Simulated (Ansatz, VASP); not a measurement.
## MgO in VASP and in Ansatz

```
Mg O
1.0
     3.48410    0.00000    0.00000
    -1.74205    3.01732    0.00000
     0.00000    0.00000    4.18569
Mg O
2 2
Direct
  0.66667 0.33333 0.75000
  0.33333 0.66667 0.25000
  0.70112 0.40223 0.30167
  0.33333 0.66667 0.75000
```

Alike in both runs: task single point; functional r2SCAN; k mesh 6 × 6 × 6; occupations gaussian, width 0.05 eV; no spin polarisation.

|  | VASP | Ansatz |
| --- | --- | --- |
| version | VASP 6.6.1 | Ansatz 0.2.0 |
| potentials or method | VASP PAW PBE potentials, release 64 (Mg, O), cutoff 520 eV | scalar-relativistic, plane waves, PAW |
| valence electrons in the cell | 16 | 32 |

```tsv
	VASP	Ansatz	Ansatz less VASP
gap on the k mesh at the Fermi level (eV)	3.99	4.00	+0.016
least direct gap on the mesh (eV)	3.99	4.00	+0.016
pressure (GPa)	3.3	3.9	+0.69
traceless stress, the component that is largest in VASP (GPa)	-7.72	-7.73	-0.007
rms of the force components (eV/Å)	1.084	1.073	-0.0109
```

VASP's potentials were made for PBE, not for r2SCAN. Atom by atom the forces differ by 0.011 eV/Å (rms over components). VASP's potentials hold 16 valence electrons a cell and Ansatz's 32, so a difference there can come from the potentials and not from the codes.
